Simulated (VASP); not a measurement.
Input of a VASP 6.6.1 run:

Contents of INCAR:

```
SYSTEM = SnO2
ALGO = Normal
EDIFF = 1E-6
ENCUT = 520
GGA = CA
ISIF = 2
ISMEAR = 0
LASPH = .TRUE.
LCHARG = .FALSE.
LREAL = .FALSE.
LWAVE = .FALSE.
NBANDS = 64
NELM = 100
PREC = Accurate
SIGMA = 0.05
```

File KPOINTS:

```
k-points
0
G
  6 6 6
  0 0 0
```

The input POSCAR:

```
SnO2
1.0
   -3.1749088275      3.2294904122      3.3131062536
    3.1046196145     -3.2714849235      3.2879436948
    3.2851920370      3.3768538299     -3.3551007605
Sn O
4 8
Direct
    0.9395702685      0.1165137069      0.7408569220
    0.0252591798      0.7842969852      0.2691824591
    0.4811308813      0.5660436582      0.4865350872
    0.5223207253      0.1367856589      0.0292086251
    0.2544811800      0.1621327193      0.4924090420
    0.6204920462      0.6906465794      0.8817765496
    0.2291938063      0.6723686418      1.0180482751
    0.2962418901      0.7361393756      0.5574151797
    0.7259740924      0.3327299695      0.4323121306
    0.2873270239      0.2317063594      0.1295161246
    0.7506116751      0.2830674408     -0.0642471252
    0.8673972310      0.7875689048      0.5269867302
```

Potentials or basis: VASP PAW LDA potentials, release 64 (Sn_d, O).

Command:

```sh
$ cat potpaw_LDA.64/Sn_d/POTCAR potpaw_LDA.64/O/POTCAR > POTCAR
$ mpirun -np 1 vasp_std > vasp.out
```

(1) Estimate the largest force.

(2) Estimate the pressure.

(3) What does it give for the band gap on the k mesh?

## Answers

(1) 21.434 eV/Å.

(2) 48.1 GPa.

(3) zero (bands 52 and 53 overlap by 0.01 eV).

Caveat: the cell differs from its parent crystal (atoms moved at random and the cell strained at random); the cell stands under pressure; semilocal functionals underestimate gaps, so a narrow gap can read as zero; spin-orbit coupling is left out, which moves the levels of the heavy elements; forces of over 1 eV/Å act on the atoms, so gaps and moduli don't describe the material at rest.
